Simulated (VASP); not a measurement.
# Si2Mo (Imm2) in VASP: notebook, part 2 of 2

VASP 6.6.1. Earlier steps stand in the parts before.

## 4. Single point, PBEsol (atoms displaced along a vibrational mode, the cell strained)

The input, INCAR:

```
SYSTEM = Si2Mo
PREC     = Accurate       ! precision mode
ENCUT    = 520            ! plane-wave cutoff, eV
EDIFF    = 1E-6           ! SCF threshold, eV
ISMEAR   = 0              ! smearing method
SIGMA    = 0.15           ! smearing width, eV
LREAL    = .FALSE.        ! projectors in reciprocal space
LASPH    = .TRUE.         ! aspherical terms in the spheres
NELM     = 60             ! most SCF steps
ALGO     = Normal         ! electronic algorithm
ISIF     = 2              ! what is computed and relaxed
LWAVE    = .FALSE.        ! write WAVECAR
LCHARG   = .TRUE.         ! write CHGCAR
GGA      = PS             ! functional
LELF     = .TRUE.         ! ELF
LVHAR    = .TRUE.       
NBANDS   = 18             ! bands
```

The input, KPOINTS:

```
regular mesh
0
G
  18 18 18
  0 0 0
```

The input, POSCAR:

```
Si2Mo
1.0
   -1.5552445885      1.5552445885      3.8131363385
    1.5552445885     -1.5552445885      3.8131363385
    1.5552445885      1.5552445885     -3.8131363385
Si Mo
2 1
Direct
    0.3350567058      0.3060934158     -0.0289632900
    0.6649432942      0.6359800042     -0.0289632900
    0.0000000000      0.0169553726      0.0169553726
```

Potentials or basis: VASP PAW PBE potentials, release 64 (Si, Mo_sv).

Started as:

```console
$ cat potpaw_PBE.64/Si/POTCAR potpaw_PBE.64/Mo_sv/POTCAR > POTCAR
$ mpirun -np 1 vasp_std > vasp.out
```

OUTCAR:

```text
SYSTEM = Si2Mo
   PREC = Accurate
   ENCUT = 520
   EDIFF = 1E-6
   ISMEAR = 0
   LREAL = .FALSE.
   LASPH = .TRUE.
   NELM = 60
   ISIF = 2
   GGA = PS

 ion  position               nearest neighbor table
   1  0.335  0.306  0.971-   3 2.45   3 2.45   2 2.52   2 2.55   2 2.55   2 2.55   2 2.55   3 2.56
                             3 2.62   3 2.62
   2  0.665  0.636  0.971-   3 2.45   3 2.45   1 2.52   1 2.55   1 2.55   1 2.55   1 2.55   3 2.56
                             3 2.62   3 2.62
   3  0.000  0.017  0.017-   2 2.45   2 2.45   1 2.45   1 2.45   1 2.56   2 2.56   2 2.62   2 2.62
                             1 2.62   1 2.62

  LATTYP: Found a body centered tetragonal cell.
[... 703 lines left out ...]
  --------------------------------------------------------------------------------------
  -------------------------------------------------------------------------------------
  Total        4.7358344      5.1630584      5.4095973      0.0000000      0.0000000      0.0000000
  in kB      205.6683031    224.2218304    234.9285505      0.0000000      0.0000000      0.0000000
  external PRESSURE =     221.6062280 kB  Pullay stress =       0.0000000 kB

 VOLUME and BASIS-vectors are now :
 -----------------------------------------------------------------------------
  energy-cutoff  :      520.00
  volume of cell :       36.89
      direct lattice vectors                 reciprocal lattice vectors
    -1.555244588  1.555244588  3.813136339     0.000000000  0.321492840  0.131125655
     1.555244588 -1.555244588  3.813136339     0.321492840  0.000000000  0.131125655
     1.555244588  1.555244588 -3.813136339     0.321492840  0.321492840  0.000000000

 POSITION                                       TOTAL-FORCE (eV/Angst)
 -----------------------------------------------------------------------------------
      1.46515      1.55524     -1.25790         0.981163     -0.000000     -0.360123
      1.46515      1.55524      1.25790         0.981163      0.000000      0.360123
      0.05274      0.00000      0.00000        -1.962326      0.000000      0.000000
 -----------------------------------------------------------------------------------
    total drift:                                0.000138     -0.000000     -0.000000

  FREE ENERGIE OF THE ION-ELECTRON SYSTEM (eV)
  ---------------------------------------------------
  free  energy   TOTEN  =       -24.7635677763 eV

  energy  without entropy=      -24.7608879552  energy(sigma->0) =      -24.76222787
```

OSZICAR:

```text
N       E                     dE             d eps       ncg     rms          rms(c)
DAV:   1     0.120670192371E+03    0.12067E+03   -0.11424E+04 31164   0.117E+03
DAV:   2    -0.225832734042E+02   -0.14325E+03   -0.14017E+03 37202   0.304E+02
DAV:   3    -0.256399012234E+02   -0.30566E+01   -0.30300E+01 38560   0.395E+01
DAV:   4    -0.256563884914E+02   -0.16487E-01   -0.16473E-01 36958   0.314E+00
DAV:   5    -0.256564901776E+02   -0.10169E-03   -0.10168E-03 36206   0.261E-01    0.277E+01
DAV:   6    -0.249045772337E+02    0.75191E+00   -0.43756E+00 32984   0.146E+01    0.704E+00
DAV:   7    -0.248003703379E+02    0.10421E+00   -0.55900E-01 32636   0.467E+00    0.563E+00
DAV:   8    -0.247645956948E+02    0.35775E-01   -0.90251E-02 33908   0.227E+00    0.456E-01
DAV:   9    -0.247636900092E+02    0.90569E-03   -0.17761E-03 36046   0.361E-01    0.219E-01
DAV:  10    -0.247635746150E+02    0.11539E-03   -0.40898E-04 35572   0.165E-01    0.644E-02
DAV:  11    -0.247635677224E+02    0.68926E-05   -0.72636E-05 34414   0.651E-02    0.213E-02
DAV:  12    -0.247635677763E+02   -0.53916E-07   -0.89525E-06 33396   0.209E-02
   1 F= -.24763568E+02 E0= -.24762228E+02  d E =-.267982E-02
```

stdout:

```text
POSCAR found type information on POSCAR SiMo
 POSCAR found :  2 types and       3 ions
 scaLAPACK will be used
 -----------------------------------------------------------------------------
|                                                                             |
|                                                                             |
|     You enforced a specific xc type in the INCAR file but a different       |
|     I HOPE YOU KNOW WHAT YOU ARE DOING!                                     |
|                                                                             |
 -----------------------------------------------------------------------------

 LDA part: xc-table for (Slater+PW92), standard interpolation
 POSCAR, INCAR and KPOINTS ok, starting setup
 FFT: planning ... GRIDC
 FFT: planning ... GRID_SOFT
 FFT: planning ... GRID
 WAVECAR not read
 entering main loop
```

Run time: 19 min. Hardware: 1 thread of AMD EPYC 7R13, shared host; peak memory 0.61 GiB.

Results:

- Free energy: -24.7636 eV
- Pressure: 22.2 GPa
- Largest force: 1.962 eV/Å
- Band gap on the k mesh: zero (bands 11 and 12 overlap by 0.77 eV)

Forces on the atoms (eV/Å):
```
Si   0.981  0.000 -0.360
Si   0.981  0.000  0.360
Mo  -1.962  0.000  0.000
```

Levels at points of the mesh, in eV from the Fermi level:
```csv
k point,band 9,band 10,band 11,band 12,band 13,band 14
"(0.00, 0.00, 0.00)",-2.89,-2.74,0.37,2.68,3.62,3.90
"(0.50, 0.00, 0.00)",-2.91,-2.71,-0.62,2.55,3.35,4.48
"(0.00, 0.50, 0.00)",-2.87,-2.82,-0.69,2.60,3.33,4.39
"(0.50, 0.50, 0.00)",-4.75,-3.43,-1.15,2.64,3.13,3.32
"(0.50, 0.50, 0.50)",-0.71,-0.64,-0.50,-0.25,0.67,5.18
```

Caveat: the cell differs from its parent crystal (atoms displaced along a vibrational mode, the cell strained); the cell stands under pressure; the PAW data sets were made with another functional, which shifts forces and pressure a little.

## 5. Single point, PBEsol (atoms displaced along a vibrational mode, the cell strained)

The input, INCAR:

```
PREC = Accurate ; ENCUT = 520
EDIFF = 1E-6 ; ISMEAR = 0
SIGMA = 0.15 ; LREAL = False
LASPH = True ; NELM = 100
ALGO = Normal ; ISIF = 2
LWAVE = False ; LCHARG = False
GGA = PS ; NBANDS = 18
```

The input, KPOINTS:

```
regular mesh
0
Gamma
  18 18 18
```

The input, POSCAR:

```
Si2Mo
1.0
   -1.5552445885      1.5552445885      3.8131363385
    1.5552445885     -1.5552445885      3.8131363385
    1.5552445885      1.5552445885     -3.8131363385
Si Mo
2 1
Direct
    0.3350567058      0.2964389858     -0.0386177200
    0.6649432942      0.6263255742     -0.0386177200
    0.0000000000      0.0226071634      0.0226071634
```

Potentials or basis: VASP PAW PBE potentials, release 64 (Si, Mo_sv).

Started as:

```console
$ cat potpaw_PBE.64/Si/POTCAR potpaw_PBE.64/Mo_sv/POTCAR > POTCAR
$ mpirun -np 1 vasp_std > vasp.out
```

OUTCAR:

```text
PREC = Accurate
   ENCUT = 520
   EDIFF = 1E-6
   ISMEAR = 0
   LREAL = False
   LASPH = True
   NELM = 100
   ISIF = 2
   GGA = PS

 ion  position               nearest neighbor table
   1  0.335  0.296  0.961-   3 2.42   3 2.42   2 2.52   2 2.55   2 2.55   2 2.55   2 2.55   3 2.56
                             3 2.65   3 2.65
   2  0.665  0.626  0.961-   3 2.42   3 2.42   1 2.52   1 2.55   1 2.55   1 2.55   1 2.55   3 2.56
                             3 2.65   3 2.65
   3  0.000  0.023  0.023-   2 2.42   2 2.42   1 2.42   1 2.42   2 2.56   1 2.56   1 2.65   1 2.65
                             2 2.65   2 2.65

  LATTYP: Found a body centered tetragonal cell.
 ALAT       =     3.1104891770
 C/A-ratio  =     2.4517920633

  Lattice vectors:

 A1 = (  -1.5552445885,   1.5552445885,   3.8131363385)
 A2 = (   1.5552445885,  -1.5552445885,   3.8131363385)
 A3 = (   1.5552445885,   1.5552445885,  -3.8131363385)

Analysis of symmetry for initial positions (statically):
=====================================================================
 Subroutine PRICEL returns:
 Original cell was already a primitive cell.

 Routine SETGRP: Setting up the symmetry group for a
 body centered tetragonal supercell.

 Subroutine GETGRP returns: Found  4 space group operations
 (whereof  4 operations were pure point group operations)
 out of a pool of 16 trial point group operations.

The static configuration has the point symmetry C_2v.

Analysis of symmetry for dynamics (positions and initial velocities):
=====================================================================
 Subroutine PRICEL returns:
 Original cell was already a primitive cell.

 Routine SETGRP: Setting up the symmetry group for a
 body centered tetragonal supercell.

 Subroutine GETGRP returns: Found  4 space group operations
 (whereof  4 operations were pure point group operations)
 out of a pool of 16 trial point group operations.

The dynamic configuration has the point symmetry C_2v.

[... 118 lines left out ...]
   IMIX   =      4    mixing-type and parameters
     AMIX     =   0.40;   BMIX     =  1.00
     AMIX_MAG =   1.60;   BMIX_MAG =  1.00
  volume/ion in A,a.u.               =      12.30        82.99
  Fermi-wavevector in a.u.,A,eV,Ry     =   1.377957  2.603962 25.834291  1.898767
  Thomas-Fermi vector in A             =   2.503063
   LORBIT       =      0    0 simple, 1 ext, 2 COOP (PROOUT), +10 PAW based schemes
   GGA     = PS    functional components
   LHFCALC =     F    Hartree Fock is set to
   AEXX    =    0.0000 exact exchange contribution
   IVDW    =     0    specifies the selected vdW correction
   LEPSILON=     F    determine dielectric tensor
   LRPA    =     F    only Hartree local field effects (RPA)
 non-spin polarized calculation
 Gauss-broadening in eV      SIGMA  =   0.15
  energy-cutoff  :      520.00
  volume of cell :       36.89
 maximum number of plane-waves:      1015
 NGX is ok and might be reduce to    36
   NGX = 17   NGY = 17   NGZ = 17

 number of electron      22.0000000 magnetization

 Free energy of the ion-electron system (eV)
  ---------------------------------------------------
  ext. energy  EPLUGINS =         0.00000000
  ---------------------------------------------------
  free energy    TOTEN  =       -24.65461173 eV

  energy without entropy =      -24.65182846  energy(sigma->0) =      -24.65322010

 E-fermi :  13.4934     XC(G=0): -12.9169

 val. band max:       13.4924925538   @ k =  -0.2222  -0.2222   0.1667
 cond. band min:      13.5011145220   @ k =  -0.3333   0.4444   0.5000
 fundamental gap:      0.0086219682
 Fermi energy:        13.4934363451

 k-point     1 :       0.0000    0.0000    0.0000
  band No.  band energies     occupation
      1     -46.9656      2.00000
      2     -21.2383      2.00000
      3     -21.1060      2.00000
      4     -21.0800      2.00000
      5      -0.5792      2.00000
      6       6.5621      2.00000
[... 481 lines left out ...]
      5       0.0693      2.00000
      6       6.4493      2.00000
[... 10 lines left out ...]
     17      20.1877      0.00000
     18      21.4626      0.00000

 [... further k-points ...]

------------------------ aborting loop because EDIFF is reached ----------------------------------------

  FORCE on cell =-STRESS in cart. coord.  units (eV):
  Direction    XX          YY          ZZ          XY          YZ          ZX
  --------------------------------------------------------------------------------------
  -------------------------------------------------------------------------------------
  Total        4.9242411      5.6971976      5.6690222      0.0000000      0.0000000      0.0000000
  in kB      213.8504511    247.4184840    246.1948823      0.0000000      0.0000000      0.0000000
  external PRESSURE =     235.8212725 kB  Pullay stress =       0.0000000 kB

 VOLUME and BASIS-vectors are now :
 -----------------------------------------------------------------------------
  energy-cutoff  :      520.00
  volume of cell :       36.89
      direct lattice vectors                 reciprocal lattice vectors
    -1.555244588  1.555244588  3.813136339     0.000000000  0.321492840  0.131125655
     1.555244588 -1.555244588  3.813136339     0.321492840  0.000000000  0.131125655
     1.555244588  1.555244588 -3.813136339     0.321492840  0.321492840  0.000000000

 POSITION                                       TOTAL-FORCE (eV/Angst)
 -----------------------------------------------------------------------------------
      1.43512      1.55524     -1.25790         1.307262      0.000000     -0.484274
      1.43512      1.55524      1.25790         1.307262      0.000000      0.484274
      0.07032      0.00000      0.00000        -2.614524      0.000000      0.000000
 -----------------------------------------------------------------------------------
    total drift:                                0.000164     -0.000000     -0.000000

  FREE ENERGIE OF THE ION-ELECTRON SYSTEM (eV)
  ---------------------------------------------------
  free  energy   TOTEN  =       -24.6546117349 eV

  energy  without entropy=      -24.6518284599  energy(sigma->0) =      -24.65322010
```

OSZICAR:

```text
N       E                     dE             d eps       ncg     rms          rms(c)
DAV:   1     0.120055273258E+03    0.12006E+03   -0.11437E+04 31164   0.117E+03
DAV:   2    -0.224600742971E+02   -0.14252E+03   -0.13943E+03 37138   0.304E+02
DAV:   3    -0.255247246867E+02   -0.30647E+01   -0.30359E+01 38604   0.396E+01
DAV:   4    -0.255412056150E+02   -0.16481E-01   -0.16468E-01 36910   0.315E+00
DAV:   5    -0.255413091066E+02   -0.10349E-03   -0.10349E-03 36198   0.263E-01    0.278E+01
DAV:   6    -0.247969711249E+02    0.74434E+00   -0.42307E+00 32988   0.144E+01    0.720E+00
DAV:   7    -0.246914924246E+02    0.10548E+00   -0.55235E-01 32710   0.463E+00    0.567E+00
DAV:   8    -0.246557156978E+02    0.35777E-01   -0.93016E-02 34000   0.229E+00    0.471E-01
DAV:   9    -0.246547405278E+02    0.97517E-03   -0.19422E-03 36076   0.381E-01    0.217E-01
DAV:  10    -0.246546179521E+02    0.12258E-03   -0.43274E-04 35674   0.166E-01    0.678E-02
DAV:  11    -0.246546115825E+02    0.63695E-05   -0.69389E-05 34396   0.654E-02    0.212E-02
DAV:  12    -0.246546117349E+02   -0.15234E-06   -0.80783E-06 33494   0.201E-02
   1 F= -.24654612E+02 E0= -.24653220E+02  d E =-.278328E-02
```

stdout:

```text
POSCAR found type information on POSCAR SiMo
 POSCAR found :  2 types and       3 ions
 scaLAPACK will be used
 -----------------------------------------------------------------------------
|                                                                             |
|                                                                             |
|     You enforced a specific xc type in the INCAR file but a different       |
|     I HOPE YOU KNOW WHAT YOU ARE DOING!                                     |
|                                                                             |
 -----------------------------------------------------------------------------

 LDA part: xc-table for (Slater+PW92), standard interpolation
 POSCAR, INCAR and KPOINTS ok, starting setup
 FFT: planning ... GRIDC
 FFT: planning ... GRID_SOFT
 FFT: planning ... GRID
 WAVECAR not read
 entering main loop
```

Run time: 27 min. Hardware: 1 thread of AMD EPYC 7R13, shared host; peak memory 0.61 GiB.

Results:

```
Free energy            : -24.6546 eV
Pressure               : 23.6 GPa
Largest force          : 2.615 eV/Å
Band gap on the k mesh : zero (bands 11 and 12 overlap by 0.72 eV)
```

Forces in eV/Å, atoms in the order of the input:
```
Si   1.307  0.000 -0.484
Si   1.307  0.000  0.484
Mo  -2.615  0.000  0.000
```

Levels at points of the mesh, in eV from the Fermi level:
| k point | band 9 | band 10 | band 11 | band 12 | band 13 | band 14 |
| --- | --- | --- | --- | --- | --- | --- |
| (0.00, 0.00, 0.00) | -2.92 | -2.66 | 0.33 | 2.53 | 3.57 | 3.95 |
| (0.50, 0.00, 0.00) | -2.93 | -2.63 | -0.63 | 2.53 | 3.39 | 4.53 |
| (0.00, 0.50, 0.00) | -2.86 | -2.81 | -0.76 | 2.62 | 3.36 | 4.38 |
| (0.50, 0.50, 0.00) | -4.74 | -3.45 | -1.13 | 2.64 | 3.12 | 3.24 |
| (0.50, 0.50, 0.50) | -0.76 | -0.64 | -0.55 | -0.12 | 0.72 | 5.22 |

Caveat: the cell differs from its parent crystal (atoms displaced along a vibrational mode, the cell strained); the cell stands under pressure; the PAW data sets were made with another functional, which shifts forces and pressure a little.

## 6. Overview

| cell | gap on the mesh (eV) | pressure (GPa) | largest force (eV/Å) |
| --- | --- | --- | --- |
| a = 4.628 Å, angles 138.6, 138.6, 60.0°, 3 atoms, atomic positions A | none | -10.1 | 1.84 |
| a = 4.628 Å, angles 138.6, 138.6, 60.0°, 3 atoms, atomic positions B | none | -12.4 | 1.09 |
| a = 4.402 Å, angles 138.6, 138.6, 60.0°, 3 atoms, atomic positions B | none | 22.2 | 1.96 |
| a = 4.402 Å, angles 138.6, 138.6, 60.0°, 3 atoms, atomic positions C | none | 23.6 | 2.61 |

Alike in all rows: task single point; level PBEsol; potentials or basis VASP PAW PBE potentials, release 64 (Si, Mo_sv); no spin polarisation; k mesh 18 × 18 × 18; cutoff (eV) 520; smearing gaussian 0.15 eV.

Caveats: the PAW data sets were made with another functional, which shifts forces and pressure a little; the cell stands under tension (at least some runs); the cell stands under pressure (at least some runs).

Absolute energies hang on the potentials; compare differences alone.
